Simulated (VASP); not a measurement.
Set up this calculation in VASP 6.6.1, as the native input.

```
Task                   : single point
Functional             : PBEsol
Potentials or basis    : VASP PAW PBE potentials, release 64 (Ni)
Cutoff                 : 520 eV
k mesh                 : 26 × 26 × 26
Occupations            : gaussian, width 0.15 eV
Spin                   : collinear spin, ferromagnetic start
Starting moments       : [0.81] μB
Dipole correction      : no
Further INCAR settings : ALGO = Normal; EDIFF = 1e-07; NBANDS = 15
```

The structure of Ni lies in POSCAR:

```
Ni
1.0
    0.0000000000      1.8177774126      1.6723552195
    1.8177774126      0.0000000000      1.6723552195
    1.8177774126      1.8177774126      0.0000000000
Ni
1
Direct
    0.0000000000      0.0000000000      0.0000000000
```

This cell differs from its parent crystal: ratio of the length along z to the lengths across it x 0.92, volume and fractional coordinates fixed.

The input as run:

INCAR

```
SYSTEM = Ni
PREC = Accurate
ENCUT = 520
EDIFF = 1E-7
ISMEAR = 0
SIGMA = 0.15
LREAL = .FALSE.
LASPH = .TRUE.
NELM = 150
ALGO = Normal
ISIF = 2
LWAVE = .FALSE.
LCHARG = .TRUE.
ISPIN = 2
MAGMOM = 0.81
LORBIT = 11
LMAXMIX = 4
GGA = PS
LELF = .TRUE.
LVHAR = .TRUE.
NBANDS = 15
```

KPOINTS

```
regular mesh
0
G
  26 26 26
  0 0 0
```

Potentials or basis: VASP PAW PBE potentials, release 64 (Ni).

Command:

```sh
$ cat potpaw_PBE.64/Ni/POTCAR > POTCAR
$ mpirun -np 1 vasp_std > vasp.out
```

Results of the run:

| Property | Result |
| --- | --- |
| Pressure | -11.8 GPa |
| Net moment | 0.62 μB per cell |
| Site moments | Ni +0.63 μB |
| Valence electrons inside the program's atomic spheres | Ni 9.29 |

Caveat: the stress differs along the axes, from -14 to -7 GPa; the PAW data sets were made with another functional, which shifts forces and pressure a little.

It took 4.1 min on 1 thread of Intel(R) Xeon(R) 6975P-C (Granite Rapids) (shared host), peak memory 0.4 GiB.
